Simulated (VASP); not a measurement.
Here is a VASP 6.6.1 calculation.

The input INCAR:

```
SYSTEM = Cu
ALGO = Normal ; EDIFF = 1E-6
ENCUT = 520 ; GGA = PE
ISIF = 2 ; ISMEAR = -1
LASPH = .TRUE. ; LCHARG = .FALSE.
LREAL = .FALSE. ; LWAVE = .FALSE.
NBANDS = 12 ; NELM = 60
PREC = Accurate ; SIGMA = 0.1
```

KPOINTS

```
k-points
0
G
  13 13 13
  0 0 0
```

POSCAR

```
Cu
1.0
    0.0000000000      1.8312856224      1.8312856224
    1.8312856224      0.0000000000      1.8312856224
    1.8312856224      1.8312856224      0.0000000000
Cu
1
Direct
    0.0000000000      0.0000000000      0.0000000000
```

Potentials or basis: VASP PAW PBE potentials, release 64 (Cu).

Command:

```sh
$ cat potpaw_PBE.64/Cu/POTCAR > POTCAR
$ mpirun -np 1 vasp_std > vasp.out
```

Problem. Predict the pressure.

Solution. -3.1 GPa.
